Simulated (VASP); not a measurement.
A run of VASP 6.6.1 is set up as follows.

POSCAR

```
ZnF2
1.0
    4.6084562516      0.0000000000      0.0000000000
    0.0000000000      4.6084562516      0.0000000000
    0.0000000000      0.0000000000      3.0648032879
Zn F
2 4
Direct
    0.5000000000      0.5000000000      0.5000000000
    0.0000000000      0.0000000000      0.0000000000
    0.6976009747      0.6976009747      0.0000000000
    0.8023990253      0.1976009747      0.5000000000
    0.3023990253      0.3023990253      0.0000000000
    0.1976009747      0.8023990253      0.5000000000
```

File INCAR.step1:

```
SYSTEM = ZnF2
  PREC = Accurate
  ENCUT = 580
  ISMEAR = 0
  SIGMA = 0.02
  LREAL = .False.
  LASPH = .True.
  NELM = 120
  GGA = PE
  ALGO = Normal
  EDIFF = 1E-5
  LWAVE = .True.
  LCHARG = .False.
  GGA_COMPAT = .False.
  IBRION = 2
  EDIFFG = -0.01
  NELMIN = 4
  NSW = 100
  KPAR = 4
```

The input INCAR.step2:

```
SYSTEM = ZnF2
  PREC = Accurate
  ENCUT = 580
  EDIFF = 1E-7
  ISMEAR = 0
  SIGMA = 0.02
  LREAL = .False.
  LASPH = .True.
  NELM = 120
  ALGO = Normal
  ISIF = 2
  LWAVE = .False.
  LCHARG = .False.
  METAGGA = R2SCAN
  LMIXTAU = .True.
  IBRION = 2
  NSW = 60
  EDIFFG = -0.008
  ISTART = 1
  GGA_COMPAT = .False.
  NELMIN = 4
  KPAR = 4
```

Contents of KPOINTS:

```
regular mesh
0
Gamma
  6 6 8
  0 0 0
```

Potentials or basis: VASP PAW PBE potentials, release 64 (Zn, F).

Run with:

```sh
$ cat potpaw_PBE.64/Zn/POTCAR potpaw_PBE.64/F/POTCAR > POTCAR
$ cp INCAR.step1 INCAR
$ mpirun -np 4 vasp_std > vasp.out
$ cp INCAR.step2 INCAR
$ mpirun -np 4 vasp_std > vasp.out
```

(1) Predict the band gap on the k mesh.

(2) Predict the energy gained by relaxing.

Results:

(1) 4.28 eV.

(2) 0.1 meV/atom.

Caveat: the cell differs from its parent crystal (equal strain along all axes, cell held: -2.0 %).
